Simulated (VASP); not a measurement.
**C: single point with LDA**

C:

```xyz
1
Lattice="0.0000 1.2046 1.2046 1.2046 0.0000 1.2046 1.2046 1.2046 0.0000" Properties=species:S:1:pos:R:3 pbc="T T T"
C     0.0000    0.0000    0.0000
```

```
Program             : VASP 6.6.1
Task                : single point
Functional          : LDA
Potentials or basis : VASP PAW LDA potentials, release 64 (C)
Cutoff              : 520 eV
k mesh              : 28 × 28 × 28
Occupations         : fermi-dirac, width 0.1 eV
Spin                : no spin polarisation
```

```yaml
Pressure: 391.6 GPa
Band_gap_on_the_k_mesh: zero (band 2 reaches 36.74 eV, above the bottom of band 3 at 16.58 eV)
```

Levels at points of the mesh, in eV from the Fermi level:
```
           k point  band 1  band 2  band 3  band 4  band 5
(0.00, 0.00, 0.00)  -32.27   14.84   14.84   14.84   41.46
(0.50, 0.00, 0.00)  -19.40  -13.53   11.06   11.06   36.96
(0.50, 0.50, 0.00)  -15.65   -5.89    2.15    2.15   18.37
```

Run time: 13 s on 1 thread of Intel Xeon 8259CL, on a shared host, peak memory 0.12 GiB.
